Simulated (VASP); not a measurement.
# C: single point with PBEsol

The system is C.

```xyz
2
Lattice="0.0000 1.7834 1.7834 1.7834 0.0000 1.7834 1.7834 1.7834 0.0000" Properties=species:S:1:pos:R:3 pbc="T T T"
C     0.0000    0.0000    0.0000
C     0.8917    0.8917    0.8917
```

```json
{
 "Program": "VASP 6.6.1",
 "Task": "single point",
 "Functional": "PBEsol",
 "Potentials or basis": "VASP PAW PBE potentials, release 64 (C)",
 "Cutoff": "520 eV",
 "k mesh": "22 × 22 × 22",
 "Occupations": "gaussian, width 0.05 eV",
 "Spin": "no spin polarisation",
 "Dipole correction": "no",
 "Further INCAR settings": "ALGO = Normal; EDIFF = 1e-06; NBANDS = 11"
}
```

```yaml
Pressure: -3.8 GPa
Band_gap_on_the_k_mesh: 4.00 eV, indirect (least direct gap 5.54 eV)
```

Levels at points of the mesh, in eV from the valence-band top:
```
           k point  band 2  band 3  band 4  band 5  band 6  band 7
(0.00, 0.00, 0.00)    0.00    0.00    0.00    5.54    5.54    5.54
(0.50, 0.00, 0.00)  -13.47   -2.81   -2.81    8.38    8.38    8.84
(0.50, 0.50, 0.00)  -12.78   -6.34   -6.34    4.60    4.60   16.79
```

It took 42 s on 1 thread of Intel Xeon 8259CL, on a shared host, peak memory 0.14 GiB.

Caveat: the PAW data sets were made with another functional, which shifts forces and pressure a little. A k mesh can miss the band edges.
